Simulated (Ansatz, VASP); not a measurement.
## KI in VASP and in Ansatz

File INCAR:

```
PREC = Accurate
ENCUT = 520
EDIFF = 1E-7
ISMEAR = 0
SIGMA = 0.05
LREAL = False
LASPH = True
NELM = 80
ALGO = Normal
ISIF = 2
LWAVE = False
LCHARG = True
GGA = PE
LELF = True
LVHAR = True
NBANDS = 15
```

File KPOINTS:

```
regular mesh
0
Gamma
  6 6 6
```

The input POSCAR:

```
KI
1.0
    0.0000000000      3.7308188998      3.5873258652
    3.7308188998      0.0000000000      3.5873258652
    3.7308188998      3.7308188998      0.0000000000
K I
1 1
Direct
   -0.0355696708     -0.0355696708      0.0355696708
    0.5109587445      0.5109587445      0.4890412555
```

Input for Ansatz:

```yaml
crystal:
  lattice:
    - [0.0, 3.7308188998, 3.5873258652]
    - [3.7308188998, 0.0, 3.5873258652]
    - [3.7308188998, 3.7308188998, 0.0]
  atoms:
    - { symbol: K, position: [-0.0355696708, -0.0355696708, 0.0355696708] }
    - { symbol: I, position: [0.5109587445, 0.5109587445, 0.4890412555] }
basis:
  ecutwfc: 420
kpoints:
  mp_grid: { grid: [6, 6, 6] }
hamiltonian:
  xc: pbe
scf:
  occupations: { method: gaussian, width: 0.05 }
output:
  forces: true
  stress: true
  eigenvalues: true
```

Change from the starting cell: mode 6 frozen in at -0.255 Å, equal normal strain along x and y +0.0400.

Alike in both runs: task single point; functional PBE; k mesh 6 × 6 × 6; occupations gaussian, width 0.05 eV; no spin polarisation.

```csv
,VASP,Ansatz
version,VASP 6.6.1,Ansatz 0.2.0
potentials or method,"VASP PAW PBE potentials, release 64 (K_sv, I), cutoff 520 eV","scalar-relativistic, plane waves, PAW"
valence electrons in the cell,16,26
```

Ansatz gave:

- gap on the k mesh at the Fermi level (eV): 3.72
- least direct gap on the mesh (eV): 3.72
- pressure (GPa): -0.2
- traceless stress, the component that is largest in VASP (GPa): 1.22
- rms of the force components (eV/Å): 0.229

Task: Estimate VASP's values.

Result: gap on the k mesh at the Fermi level (eV): 3.72; least direct gap on the mesh (eV): 3.72; pressure (GPa): -0.2; traceless stress, the component that is largest in VASP (GPa): 1.24; rms of the force components (eV/Å): 0.232.

Atom by atom the forces differ by 0.003 eV/Å (rms over components). The functional is the same, so the differences come from potentials, cutoffs and numerics. VASP's potentials hold 16 valence electrons a cell and Ansatz's 26, so a difference there can come from the potentials and not from the codes.

Spin-orbit coupling is off throughout.
